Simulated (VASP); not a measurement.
# O (Fmmm) in VASP: notebook

The runs below take O through single point, with PBEsol.

Everything below comes from runs of VASP 6.6.1. Logs are shortened: lines on timing, memory, paths and dates and some standing lists are left out, and cuts for length are marked.

### Step 1. The cell of the first run

It takes space group Fmmm (No. 69, orthorhombic). The conventional cell has a = 3.261 Å, b = 3.272 Å, c = 9.924 Å, α = 90.00°, β = 90.00°, γ = 90.00°. O (site symmetry mm2) has 1 O at 1.34 Å within 1.8 Å.

### Step 2. Single point, PBEsol (13.24 Å³/atom)

The input, INCAR:

```
PREC     = Accurate       # precision mode
ENCUT    = 520            # plane-wave cutoff, eV
EDIFF    = 1E-6           # SCF threshold, eV
ISMEAR   = 0              # smearing method
SIGMA    = 0.15           # smearing width, eV
LREAL    = False          # projectors in reciprocal space
LASPH    = True           # aspherical terms in the spheres
NELM     = 100            # most SCF steps
ALGO     = Normal         # electronic algorithm
ISIF     = 2              # what is computed and relaxed
LWAVE    = False          # write WAVECAR
LCHARG   = True           # write CHGCAR
GGA      = PS             # functional
LELF     = True           # ELF
LVHAR    = True         
NBANDS   = 13             # bands
```

The input, KPOINTS:

```
regular mesh
0
Gamma
  22 22 22
```

The input, POSCAR:

```
O
1.0
    0.0000000000      1.6304652438      4.9618912052
    1.6360552858      0.0000000000      4.9618912052
    1.6360552858      1.6304652438      0.0000000000
O
2
Direct
    0.0675080576      0.0675080576      0.9324919424
    0.9324919424      0.9324919424      0.0675080576
```

Potentials or basis: VASP PAW PBE potentials, release 64 (O).

Run with:

```
cat potpaw_PBE.64/O/POTCAR > POTCAR
mpirun -np 1 vasp_std > vasp.out
```

OUTCAR:

```text
PREC = Accurate
   ENCUT = 520
   EDIFF = 1E-6
   ISMEAR = 0
   LREAL = False
   LASPH = True
   NELM = 100
   ISIF = 2
   GGA = PS

 ion  position               nearest neighbor table
   1  0.068  0.068  0.932-   2 1.34
   2  0.932  0.932  0.068-   1 1.34

  LATTYP: Found a face centered orthorhombic cell.
 ALAT       =     3.2609304876
 B/A-ratio  =     1.0034284950
 C/A-ratio  =     3.0432364162

  Lattice vectors:

 A1 = (   1.6360552858,   0.0000000000,  -4.9618912052)
 A2 = (   0.0000000000,   1.6304652438,  -4.9618912052)
 A3 = (   1.6360552858,   1.6304652438,   0.0000000000)

Analysis of symmetry for initial positions (statically):
=====================================================================
 Subroutine PRICEL returns:
 Original cell was already a primitive cell.

 Routine SETGRP: Setting up the symmetry group for a
 face centered orthorhombic supercell.

 Subroutine GETGRP returns: Found  8 space group operations
 (whereof  8 operations were pure point group operations)
 out of a pool of  8 trial point group operations.

The static configuration has the point symmetry D_2h.

Analysis of symmetry for dynamics (positions and initial velocities):
=====================================================================
 Subroutine PRICEL returns:
 Original cell was already a primitive cell.

 Routine SETGRP: Setting up the symmetry group for a
 face centered orthorhombic supercell.

 Subroutine GETGRP returns: Found  8 space group operations
 (whereof  8 operations were pure point group operations)
 out of a pool of  8 trial point group operations.

The dynamic configuration has the point symmetry D_2h.

 Subroutine INISYM returns: Found  8 space group operations
 (whereof  8 operations are pure point group operations),
 and found     1 'primitive' translations

----------------------------------------------------------------------------------------

                                     Primitive cell

  volume of cell :      26.4720

  direct lattice vectors                    reciprocal lattice vectors
     0.000000000  1.630465244  4.961891205    -0.305613144  0.306660937  0.100768030
     1.636055286  0.000000000  4.961891205     0.305613144 -0.306660937  0.100768030
     1.636055286  1.630465244  0.000000000     0.305613144  0.306660937 -0.100768030

  length of vectors
     5.222909270  5.224657044  2.309782200     0.444516052  0.444516052  0.444516052

  position of ions in fractional coordinates (direct lattice)
     0.067508058  0.067508058  0.932491942
     0.932491942  0.932491942  0.067508058
[... 87 lines left out ...]
   PSTRESS=    0.0 pullay stress
   NELECT =      12.0000    total number of electrons
   NUPDOWN=      -1.0000    fix difference up-down
   EMIN   =  10.00;   EMAX   =-10.00  energy-range for DOS
   EFERMI =   0.00;   METHOD = LEGACY
   ISMEAR =     0;   SIGMA  =   0.15  broadening in eV -4-tet -1-fermi 0-gaus
   EFERMI_NEDOS =   21; number of points for ismear=-14 and -15
   IALGO  =     38    algorithm
   IMIX   =      4    mixing-type and parameters
     AMIX     =   0.40;   BMIX     =  1.00
     AMIX_MAG =   1.60;   BMIX_MAG =  1.00
  volume/ion in A,a.u.               =      13.24        89.32
  Fermi-wavevector in a.u.,A,eV,Ry     =   1.257592  2.376504 21.518116  1.581537
  Thomas-Fermi vector in A             =   2.391243
   LORBIT       =      0    0 simple, 1 ext, 2 COOP (PROOUT), +10 PAW based schemes
   GGA     = PS    functional components
   LHFCALC =     F    Hartree Fock is set to
   AEXX    =    0.0000 exact exchange contribution
   IVDW    =     0    specifies the selected vdW correction
   LEPSILON=     F    determine dielectric tensor
   LRPA    =     F    only Hartree local field effects (RPA)
 non-spin polarized calculation
 Gauss-broadening in eV      SIGMA  =   0.15
  energy-cutoff  :      520.00
  volume of cell :       26.47
 maximum number of plane-waves:       735
   NGX = 19   NGY = 19   NGZ =  9

 number of electron      12.0000001 magnetization

 Free energy of the ion-electron system (eV)
  ---------------------------------------------------
  ext. energy  EPLUGINS =         0.00000000
  ---------------------------------------------------
  free energy    TOTEN  =        -9.89330457 eV

  energy without entropy =       -9.88262188  energy(sigma->0) =       -9.88796323

 E-fermi :  -1.2181     XC(G=0):  -8.5593

 val. band max:       -1.2181265779   @ k =   0.5000   0.2727   0.1364
 cond. band min:      -1.2174682682   @ k =   0.4545  -0.3182   0.1364
 fundamental gap:      0.0006583097
 Fermi energy:        -1.2181193204

 k-point     1 :       0.0000    0.0000    0.0000
  band No.  band energies     occupation
      1     -25.8156      2.00000
      2     -16.4963      2.00000
      3      -8.4686      2.00000
      4      -4.0705      2.00000
      5      -4.0599      2.00000
      6       0.4416      0.00000
      7       0.4499      0.00000
      8       5.1767      0.00000
      9       7.0372      0.00000
     10      11.2460      0.00000
     11      15.0451      0.00000
     12      20.2356      0.00000
     13      26.3066      0.00000
[... 354 lines left out ...]
  band No.  band energies     occupation
      1     -24.6637      2.00000
      2     -15.1547      2.00000
      3      -9.1550      2.00000
      4      -7.3011      2.00000
      5      -3.5441      2.00000
      6      -3.5337      2.00000
      7       0.8297      0.00000
      8       5.6507      0.00000
      9      12.2842      0.00000
     10      12.7361      0.00000
     11      17.5344      0.00000
     12      18.7446      0.00000
     13      20.0052      0.00000

 [... further k-points ...]

------------------------ aborting loop because EDIFF is reached ----------------------------------------

  FORCE on cell =-STRESS in cart. coord.  units (eV):
  Direction    XX          YY          ZZ          XY          YZ          ZX
  --------------------------------------------------------------------------------------
  -------------------------------------------------------------------------------------
  Total        0.4455852      0.4480103     -7.8688155      0.0000000      0.0000000      0.0000000
  in kB       26.9683646     27.1151382   -476.2480289      0.0000000      0.0000000      0.0000000
  external PRESSURE =    -140.7215087 kB  Pullay stress =       0.0000000 kB

 VOLUME and BASIS-vectors are now :
 -----------------------------------------------------------------------------
  energy-cutoff  :      520.00
  volume of cell :       26.47
      direct lattice vectors                 reciprocal lattice vectors
     0.000000000  1.630465244  4.961891205    -0.305613144  0.306660937  0.100768030
     1.636055286  0.000000000  4.961891205     0.305613144 -0.306660937  0.100768030
     1.636055286  1.630465244  0.000000000     0.305613144  0.306660937 -0.100768030

 POSITION                                       TOTAL-FORCE (eV/Angst)
 -----------------------------------------------------------------------------------
      1.63606      1.63047      0.66994         0.000000      0.000000     -5.828473
      1.63606      1.63047      9.25385         0.000000      0.000000      5.828473
 -----------------------------------------------------------------------------------
    total drift:                                0.000000      0.000000      0.000000

  FREE ENERGIE OF THE ION-ELECTRON SYSTEM (eV)
  ---------------------------------------------------
  free  energy   TOTEN  =        -9.8933045670 eV

  energy  without entropy=       -9.8826218847  energy(sigma->0) =       -9.88796323
```

stdout:

```text
POSCAR found type information on POSCAR O
 POSCAR found :  1 types and       2 ions
 scaLAPACK will be used
 -----------------------------------------------------------------------------
|                                                                             |
|                                                                             |
|     You enforced a specific xc type in the INCAR file but a different       |
|     I HOPE YOU KNOW WHAT YOU ARE DOING!                                     |
|                                                                             |
 -----------------------------------------------------------------------------

 LDA part: xc-table for (Slater+PW92), standard interpolation
 POSCAR, INCAR and KPOINTS ok, starting setup
 FFT: planning ... GRIDC
 FFT: planning ... GRID_SOFT
 FFT: planning ... GRID
 WAVECAR not read
 entering main loop
```

It took 6.7 min on 1 thread of AMD EPYC 9R45 (Zen 5), shared host; peak memory 0.45 GiB.

What came out:

- Free energy: -9.8933 eV
- Pressure: -14.1 GPa
- Largest force: 5.828 eV/Å
- Band gap on the k mesh: zero (bands 6 and 7 overlap by 2.93 eV)

Forces on the atoms (eV/Å):
```
O    0.000  0.000 -5.828
O    0.000  0.000  5.828
```

Caveat: spin is off for a triplet molecule; the stress differs along the axes, from -48 to 3 GPa; this functional lacks dispersion, which holds the molecules together, so the pressure and a relaxed volume are unreliable; the PAW data sets were made with another functional, which shifts forces and pressure a little.

### Step 3. Single point, PBEsol (13.24 Å³/atom)

The input, INCAR:

```
PREC = Accurate ; ENCUT = 520
EDIFF = 1E-6 ; ISMEAR = 0
SIGMA = 0.15 ; LREAL = F
LASPH = T ; NELM = 100
ALGO = Normal ; ISIF = 2
LWAVE = F ; LCHARG = T
GGA = PS ; LELF = T
LVHAR = T ; NBANDS = 13
```

KPOINTS is that of step 2.

The input, POSCAR:

```
O
1.0
    0.0000000000      1.6973584911      4.5784995314
    1.7031778763      0.0000000000      4.5784995314
    1.7031778763      1.6973584911      0.0000000000
O
2
Direct
    0.0675080576      0.0675080576      0.9324919424
    0.9324919424      0.9324919424      0.0675080576
```

Potentials or basis: VASP PAW PBE potentials, release 64 (O).

Run with:

```
cat potpaw_PBE.64/O/POTCAR > POTCAR
mpirun -np 1 vasp_std > vasp.out
```

OUTCAR:

```text
PREC = Accurate
   ENCUT = 520
   EDIFF = 1E-6
   ISMEAR = 0
   LREAL = F
   LASPH = T
   NELM = 100
   ISIF = 2
   GGA = PS

 ion  position               nearest neighbor table
   1  0.068  0.068  0.932-   2 1.24
   2  0.932  0.932  0.068-   1 1.24

  LATTYP: Found a face centered orthorhombic cell.
 ALAT       =     3.3947169822
 B/A-ratio  =     1.0034284951
 C/A-ratio  =     2.6974263571

  Lattice vectors:

 A1 = (   1.7031778763,   0.0000000000,  -4.5784995314)
 A2 = (   0.0000000000,   1.6973584911,  -4.5784995314)
 A3 = (   1.7031778763,   1.6973584911,   0.0000000000)

Analysis of symmetry for initial positions (statically):
=====================================================================
 Subroutine PRICEL returns:
 Original cell was already a primitive cell.

 Routine SETGRP: Setting up the symmetry group for a
 face centered orthorhombic supercell.

 Subroutine GETGRP returns: Found  8 space group operations
 (whereof  8 operations were pure point group operations)
 out of a pool of  8 trial point group operations.

The static configuration has the point symmetry D_2h.

Analysis of symmetry for dynamics (positions and initial velocities):
=====================================================================
 Subroutine PRICEL returns:
 Original cell was already a primitive cell.

 Routine SETGRP: Setting up the symmetry group for a
 face centered orthorhombic supercell.

 Subroutine GETGRP returns: Found  8 space group operations
 (whereof  8 operations were pure point group operations)
 out of a pool of  8 trial point group operations.

The dynamic configuration has the point symmetry D_2h.

 Subroutine INISYM returns: Found  8 space group operations
 (whereof  8 operations are pure point group operations),
 and found     1 'primitive' translations

[... 121 lines left out ...]
   AEXX    =    0.0000 exact exchange contribution
   IVDW    =     0    specifies the selected vdW correction
   LEPSILON=     F    determine dielectric tensor
   LRPA    =     F    only Hartree local field effects (RPA)
 non-spin polarized calculation
 Gauss-broadening in eV      SIGMA  =   0.15
  energy-cutoff  :      520.00
  volume of cell :       26.47
 maximum number of plane-waves:       738
   NGX = 19   NGY = 19   NGZ =  9

 number of electron      11.9999996 magnetization

 Free energy of the ion-electron system (eV)
  ---------------------------------------------------
  ext. energy  EPLUGINS =         0.00000000
  ---------------------------------------------------
  free energy    TOTEN  =       -10.27546328 eV

  energy without entropy =      -10.26343304  energy(sigma->0) =      -10.26944816

 E-fermi :  -0.7457     XC(G=0):  -8.5836

 val. band max:       -0.7467186903   @ k =  -0.3636   0.0000   0.2727
 cond. band min:      -0.7452829872   @ k =   0.3182  -0.4545   0.1364
 fundamental gap:      0.0014357031
 Fermi energy:        -0.7457342902

 k-point     1 :       0.0000    0.0000    0.0000
  band No.  band energies     occupation
      1     -27.5757      2.00000
      2     -15.5480      2.00000
      3      -8.7967      2.00000
      4      -5.5336      2.00000
      5      -5.5248      2.00000
      6       0.6259      0.00000
      7       0.6327      0.00000
      8       7.5577      0.00000
      9       8.4259      0.00000
     10      10.3020      0.00000
     11      15.3098      0.00000
     12      18.8794      0.00000
     13      25.1916      0.00000
[... 354 lines left out ...]
  band No.  band energies     occupation
      1     -26.8212      2.00000
      2     -14.5359      2.00000
      3      -9.6262      2.00000
      4      -7.6915      2.00000
      5      -5.1188      2.00000
      6      -2.6495      2.00000
      7       0.9449      0.00000
      8       8.2167      0.00000
      9      12.3828      0.00000
     10      12.8810      0.00000
     11      16.7292      0.00000
     12      17.1667      0.00000
     13      21.1341      0.00000

 [... further k-points ...]

------------------------ aborting loop because EDIFF is reached ----------------------------------------

  FORCE on cell =-STRESS in cart. coord.  units (eV):
  Direction    XX          YY          ZZ          XY          YZ          ZX
  --------------------------------------------------------------------------------------
  -------------------------------------------------------------------------------------
  Total       -0.5139436     -0.5070272     -1.1728611      0.0000000      0.0000000      0.0000000
  in kB      -31.1056504    -30.6870441    -70.9856224      0.0000000      0.0000000      0.0000000
  external PRESSURE =     -44.2594390 kB  Pullay stress =       0.0000000 kB

 VOLUME and BASIS-vectors are now :
 -----------------------------------------------------------------------------
  energy-cutoff  :      520.00
  volume of cell :       26.47
      direct lattice vectors                 reciprocal lattice vectors
     0.000000000  1.697358491  4.578499531    -0.293568867  0.294575367  0.109206083
     1.703177876  0.000000000  4.578499531     0.293568867 -0.294575367  0.109206083
     1.703177876  1.697358491  0.000000000     0.293568867  0.294575367 -0.109206083

 POSITION                                       TOTAL-FORCE (eV/Angst)
 -----------------------------------------------------------------------------------
      1.70318      1.69736      0.61817         0.000000      0.000000     -0.893522
      1.70318      1.69736      8.53883         0.000000      0.000000      0.893522
 -----------------------------------------------------------------------------------
    total drift:                                0.000000      0.000000      0.000000

  FREE ENERGIE OF THE ION-ELECTRON SYSTEM (eV)
  ---------------------------------------------------
  free  energy   TOTEN  =       -10.2754632829 eV

  energy  without entropy=      -10.2634330399  energy(sigma->0) =      -10.26944816
```

OSZICAR:

```text
N       E                     dE             d eps       ncg     rms          rms(c)
DAV:   1     0.399331528384E+02    0.39933E+02   -0.62554E+03 40281   0.841E+02
DAV:   2    -0.894909351928E+01   -0.48882E+02   -0.46769E+02 50588   0.181E+02
DAV:   3    -0.105536695129E+02   -0.16046E+01   -0.15891E+01 47488   0.306E+01
DAV:   4    -0.105591073322E+02   -0.54378E-02   -0.54374E-02 46125   0.212E+00
DAV:   5    -0.105591320783E+02   -0.24746E-04   -0.24746E-04 48278   0.134E-01    0.435E+00
DAV:   6    -0.103272313294E+02    0.23190E+00   -0.21438E-01 47670   0.414E+00    0.232E+00
DAV:   7    -0.102742567629E+02    0.52975E-01   -0.19753E-01 47425   0.389E+00    0.436E-01
DAV:   8    -0.102755187234E+02   -0.12620E-02   -0.17256E-02 43610   0.109E+00    0.524E-02
DAV:   9    -0.102754497851E+02    0.68938E-04   -0.38598E-04 47380   0.179E-01    0.265E-02
DAV:  10    -0.102754633406E+02   -0.13556E-04   -0.34437E-05 44780   0.531E-02    0.718E-03
DAV:  11    -0.102754632829E+02    0.57715E-07   -0.39532E-06 46405   0.173E-02
   1 F= -.10275463E+02 E0= -.10269448E+02  d E =-.120302E-01
```

stdout:

```text
POSCAR found type information on POSCAR O
 POSCAR found :  1 types and       2 ions
 scaLAPACK will be used
 -----------------------------------------------------------------------------
|                                                                             |
|                                                                             |
|     You enforced a specific xc type in the INCAR file but a different       |
|     I HOPE YOU KNOW WHAT YOU ARE DOING!                                     |
|                                                                             |
 -----------------------------------------------------------------------------

 LDA part: xc-table for (Slater+PW92), standard interpolation
 POSCAR, INCAR and KPOINTS ok, starting setup
 FFT: planning ... GRIDC
 FFT: planning ... GRID_SOFT
 FFT: planning ... GRID
 WAVECAR not read
 entering main loop
```

Wall time 6.2 min (1 thread of AMD EPYC 9R45 (Zen 5), shared host); peak memory 0.44 GiB.

Results:

```
Free energy            : -10.2755 eV
Pressure               : -4.4 GPa
Largest force          : 0.894 eV/Å
Band gap on the k mesh : zero (bands 6 and 7 overlap by 2.43 eV)
```

Forces in eV/Å, atoms in the order of the input:
```
O    0.000  0.000 -0.894
O    0.000  0.000  0.894
```

Caveat: the standard files for N, O and F lose accuracy on very short bonds; spin is off for a triplet molecule; the cell stands under tension; this functional lacks dispersion, which holds the molecules together, so the pressure and a relaxed volume are unreliable; the PAW data sets were made with another functional, which shifts forces and pressure a little.
